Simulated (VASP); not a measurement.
Input of a VASP 6.6.1 run:

The input INCAR:

```
SYSTEM = Nb
PREC = Accurate
ENCUT = 500
EDIFF = 1E-6
ISMEAR = -1
SIGMA = 0.05
LREAL = .False.
LASPH = .True.
NELM = 120
ALGO = Normal
ISIF = 2
LWAVE = .False.
LCHARG = .False.
GGA = PS
NBANDS = 12
GGA_COMPAT = .False.
```

KPOINTS

```
regular mesh
0
Gamma
  11 11 11
  0 0 0
```

The input POSCAR:

```
Nb
1.0
   -1.6749698576      1.6749698576      1.6749698576
    1.6749698576     -1.6749698576      1.6749698576
    1.6749698576      1.6749698576     -1.6749698576
Nb
1
Direct
    0.0000000000      0.0000000000      0.0000000000
```

Potentials or basis: VASP PAW PBE potentials, release 64 (Nb_sv).

Launch:

```sh
$ cat potpaw_PBE.64/Nb_sv/POTCAR > POTCAR
$ mpirun -np 1 vasp_std > vasp.out
```

**Question.** What does it give for the pressure?

**Answer.** -11.1 GPa.

Caveat: the PAW data sets were made with another functional, which shifts forces and pressure a little.
